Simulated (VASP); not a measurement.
# La (P6_3/mmc) in VASP: single point with r2SCAN

Aim: the single point of La with r2SCAN.

All numbers are computed with VASP 6.6.1; they aren't measurements. Logs are shortened: lines on timing, memory, paths and dates and some standing lists are left out, and cuts for length are marked.

## (1) The cell of the first run

It takes space group P6_3/mmc (No. 194, hexagonal). Conventional cell: a = 3.780 Å, b = 3.780 Å, c = 12.067 Å, α = 90.00°, β = 90.00°, γ = 120.00°. La (site symmetry -3m) has 12 La at 3.72 to 3.78 Å within 4.9 Å. Within 4.9 Å of La (site symmetry -6m2) lie 12 La at 3.72 to 3.78 Å.

## (2) Single point, r2SCAN

Contents of POSCAR:

```
La
1.0
    3.7797931029      0.0000000000      0.0000000000
   -1.8898965515      3.2733968482      0.0000000000
    0.0000000000      0.0000000000     12.0672259552
La
4
Direct
    0.0000000000      0.0000000000      0.0000000000
    0.0000000000      0.0000000000      0.5000000000
    0.3333333333      0.6666666667      0.2500000000
    0.6666666667      0.3333333333      0.7500000000
```

Contents of INCAR.step1:

```
ALGO     = Normal         # electronic algorithm
EDIFF    = 1E-4           # SCF threshold, eV
ENCUT    = 520            # plane-wave cutoff, eV
GGA      = PE             # functional
ISMEAR   = 0              # smearing method
LASPH    = T              # aspherical terms in the spheres
LCHARG   = F              # write CHGCAR
LREAL    = F              # projectors in reciprocal space
LWAVE    = T              # write WAVECAR
NBANDS   = 30             # bands
NELM     = 100            # most SCF steps
PREC     = Accurate       # precision mode
SIGMA    = 0.05           # smearing width, eV
```

Contents of INCAR.step2:

```
ALGO     = Normal         # electronic algorithm
EDIFF    = 1E-6           # SCF threshold, eV
ENCUT    = 520            # plane-wave cutoff, eV
ISIF     = 2              # what is computed and relaxed
ISMEAR   = 0              # smearing method
ISTART   = 1            
LASPH    = T              # aspherical terms in the spheres
LCHARG   = F              # write CHGCAR
LMIXTAU  = T            
LREAL    = F              # projectors in reciprocal space
LWAVE    = F              # write WAVECAR
METAGGA  = R2SCAN         # meta-GGA
NBANDS   = 30             # bands
NELM     = 100            # most SCF steps
PREC     = Accurate       # precision mode
SIGMA    = 0.05           # smearing width, eV
```

Contents of KPOINTS:

```
k-points
0
Gamma
  14 14 4
```

Potentials or basis: VASP PAW PBE potentials, release 64 (La).

On the command line:

```
cat potpaw_PBE.64/La/POTCAR > POTCAR
cp INCAR.step1 INCAR
mpirun -np 1 vasp_std > vasp.out
cp INCAR.step2 INCAR
mpirun -np 1 vasp_std > vasp.out
```

OUTCAR:

```text
EDIFF = 1E-6
   ENCUT = 520
   ISIF = 2
   ISMEAR = 0
   ISTART = 1
   LASPH = T
   LREAL = F
   METAGGA = R2SCAN
   NELM = 100
   PREC = Accurate

 ion  position               nearest neighbor table
   1  0.000  0.000  0.000-
   2  0.000  0.000  0.500-
   3  0.333  0.667  0.250-
   4  0.667  0.333  0.750-

  LATTYP: Found a hexagonal cell.
 ALAT       =     3.7797931029
 C/A-ratio  =     3.1925625627

  Lattice vectors:

 A1 = (   3.7797931029,   0.0000000000,   0.0000000000)
 A2 = (  -1.8898965515,   3.2733968482,   0.0000000000)
 A3 = (   0.0000000000,   0.0000000000,  12.0672259552)

Analysis of symmetry for initial positions (statically):
=====================================================================
 Subroutine PRICEL returns:
 Original cell was already a primitive cell.

 Routine SETGRP: Setting up the symmetry group for a
 hexagonal supercell.

 Subroutine GETGRP returns: Found 24 space group operations
 (whereof 12 operations were pure point group operations)
 out of a pool of 24 trial point group operations.

The static configuration has the point symmetry D_3d.
 The point group associated with its full space group is D_6h.

Analysis of symmetry for dynamics (positions and initial velocities):
=====================================================================
 Subroutine PRICEL returns:
 Original cell was already a primitive cell.

 Routine SETGRP: Setting up the symmetry group for a
 hexagonal supercell.

 Subroutine GETGRP returns: Found 24 space group operations
 (whereof 12 operations were pure point group operations)
 out of a pool of 24 trial point group operations.

The dynamic configuration has the point symmetry D_3d.
 The point group associated with its full space group is D_6h.

 Subroutine INISYM returns: Found 24 space group operations
 (whereof 12 operations are pure point group operations),
 and found     1 'primitive' translations

----------------------------------------------------------------------------------------

                                     Primitive cell

  volume of cell :     149.3049
[... 85 lines left out ...]
   ISTART =      1    job   : 0-new  1-cont  2-samecut
   ICHARG =      0    charge: 1-file 2-atom 10-const
   ISPIN  =      1    spin polarized calculation?
   LNONCOLLINEAR =      F non collinear calculations
   LSORBIT =      F    spin-orbit coupling
   LASPH  =      T    aspherical Exc in radial PAW
   ENCUT  =  520.0 eV  38.22 Ry    6.18 a.u.   7.03  7.03 22.44*2*pi/ulx,y,z
   NELM   =    100;   NELMIN=  2; NELMDL=  0     # of ELM steps
   EDIFF  = 0.1E-05   stopping-criterion for ELM
   LREAL  =      F    real-space projection
   EDIFFG = 0.1E-04   stopping-criterion for IOM
   NSW    =      0    number of steps for IOM
   IBRION =     -1    ionic relax: 0-MD 1-quasi-New 2-CG
   NFREE  =      0    steps in history (QN), initial steepest desc. (CG)
   ISIF   =      2    stress and relaxation
   ISYM   =      2    0-nonsym 1-usesym 2-fastsym
   POTIM  = 0.5000    time-step for ionic-motion
   TEBEG  =    0.0;   TEEND  =   0.0 temperature during run
   PSTRESS=    0.0 pullay stress
   NELECT =      44.0000    total number of electrons
   NUPDOWN=      -1.0000    fix difference up-down
   EMIN   =  10.00;   EMAX   =-10.00  energy-range for DOS
   EFERMI =   0.00;   METHOD = LEGACY
   ISMEAR =     0;   SIGMA  =   0.05  broadening in eV -4-tet -1-fermi 0-gaus
   EFERMI_NEDOS =   21; number of points for ismear=-14 and -15
   IALGO  =     38    algorithm
   IMIX   =      4    mixing-type and parameters
     AMIX     =   0.40;   BMIX     =  1.00
     AMIX_MAG =   1.60;   BMIX_MAG =  1.00
  volume/ion in A,a.u.               =      37.33       251.89
  Fermi-wavevector in a.u.,A,eV,Ry     =   1.089434  2.058732 16.148305  1.186867
  Thomas-Fermi vector in A             =   2.225637
   LORBIT       =      0    0 simple, 1 ext, 2 COOP (PROOUT), +10 PAW based schemes
   METAGGA = R2SCAN    functional components
   LHFCALC =     F    Hartree Fock is set to
   AEXX    =    0.0000 exact exchange contribution
   IVDW    =     0    specifies the selected vdW correction
   LEPSILON=     F    determine dielectric tensor
   LRPA    =     F    only Hartree local field effects (RPA)
 non-spin polarized calculation
 Gauss-broadening in eV      SIGMA  =   0.05
  energy-cutoff  :      520.00
  volume of cell :      149.30
 maximum number of plane-waves:      4048
   NGX = 15   NGY = 15   NGZ = 45

 number of electron      43.9999998 magnetization

 Free energy of the ion-electron system (eV)
  ---------------------------------------------------
  ext. energy  EPLUGINS =         0.00000000
  ---------------------------------------------------
  free energy    TOTEN  =      -118.97092546 eV

  energy without entropy =     -118.96452135  energy(sigma->0) =     -118.96772341

 E-fermi :   7.9299     XC(G=0): -10.1935

 val. band max:        7.9199107609   @ k =   0.1429   0.0000   0.0000
 cond. band min:       7.9406012500   @ k =   0.2857   0.0714   0.0000
 fundamental gap:      0.0206904891
 Fermi energy:         7.9299182422

 k-point     1 :       0.0000    0.0000    0.0000
  band No.  band energies     occupation
      1     -26.1619      2.00000
      2     -26.0588      2.00000
      3     -26.0414      2.00000
      4     -25.9343      2.00000
      5     -10.1325      2.00000
      6      -9.4458      2.00000
[... 781 lines left out ...]
     29       9.7527      0.00000
     30       9.7954      0.00000

 [... further k-points ...]

------------------------ aborting loop because EDIFF is reached ----------------------------------------

  FORCE on cell =-STRESS in cart. coord.  units (eV):
  Direction    XX          YY          ZZ          XY          YZ          ZX
  --------------------------------------------------------------------------------------
  -------------------------------------------------------------------------------------
  Total        0.1427372      0.1427372     -0.0743562     -0.0000000      0.0000000     -0.0000000
  in kB        1.5316997      1.5316997     -0.7979090     -0.0000000      0.0000000     -0.0000000
  external PRESSURE =       0.7551634 kB  Pullay stress =       0.0000000 kB

 VOLUME and BASIS-vectors are now :
 -----------------------------------------------------------------------------
  energy-cutoff  :      520.00
  volume of cell :      149.30
      direct lattice vectors                 reciprocal lattice vectors
     3.779793103  0.000000000  0.000000000     0.264564745  0.152746527  0.000000000
    -1.889896551  3.273396848  0.000000000     0.000000000  0.305493054  0.000000000
     0.000000000  0.000000000 12.067225955     0.000000000  0.000000000  0.082869087

 POSITION                                       TOTAL-FORCE (eV/Angst)
 -----------------------------------------------------------------------------------
      0.00000      0.00000      0.00000        -0.000000      0.000000      0.000000
      0.00000      0.00000      6.03361        -0.000000      0.000000      0.000000
     -0.00000      2.18226      3.01681         0.000000     -0.000000      0.000000
      1.88990      1.09113      9.05042        -0.000000      0.000000      0.000000
 -----------------------------------------------------------------------------------
    total drift:                               -0.000000     -0.000000      0.000000

  FREE ENERGIE OF THE ION-ELECTRON SYSTEM (eV)
  ---------------------------------------------------
  free  energy   TOTEN  =      -118.9709254641 eV

  energy  without entropy=     -118.9645213460  energy(sigma->0) =     -118.96772341
```

OUTCAR.step1:

```text
EDIFF = 1E-4
   ENCUT = 520
   GGA = PE
   ISMEAR = 0
[... 1023 lines left out ...]
      0.00000      0.00000      0.00000         0.000000     -0.000000      0.000000
      0.00000      0.00000      6.03361        -0.000000     -0.000000      0.000000
     -0.00000      2.18226      3.01681        -0.000000      0.000000      0.000000
      1.88990      1.09113      9.05042         0.000000     -0.000000     -0.000000
 -----------------------------------------------------------------------------------
    total drift:                                0.000000     -0.000000      0.000000

  FREE ENERGIE OF THE ION-ELECTRON SYSTEM (eV)
  ---------------------------------------------------
  free  energy   TOTEN  =       -19.5450816061 eV

  energy  without entropy=      -19.5383178915  energy(sigma->0) =      -19.54169975
```

It took 19 min on 1 thread of AMD EPYC 9R45 (Zen 5), shared host; peak memory 0.44 GiB.

Results:

* Free energy: -118.9709 eV
* Pressure: 0.1 GPa
* Band gap on the k mesh: zero (band 22 reaches 8.86 eV, above the bottom of band 23 at 7.67 eV)

Stress tensor (GPa, compression positive):
```
 0.15  0.00  0.00
 0.00  0.15  0.00
 0.00  0.00 -0.08
```

Levels at points of the mesh, in eV from the Fermi level:
```
           k point  band 19  band 20  band 21  band 22  band 23  band 24  band 25  band 26
(0.00, 0.00, 0.00)    -1.93    -1.83     0.53     0.70     1.36     1.36     1.44     1.44
(0.50, 0.00, 0.00)    -1.62    -1.09    -0.67    -0.28    -0.22     0.52     1.01     1.29
(0.00, 0.00, 0.50)    -1.74    -1.74     0.93     0.93     1.34     1.34     1.43     1.43
(0.50, 0.00, 0.50)    -1.42    -1.42    -1.11    -1.11     0.77     0.77     1.39     1.39
```

Caveat: the PAW data sets were made with another functional, which shifts forces and pressure a little; spin-orbit coupling is left out, which moves the levels of the heavy elements.
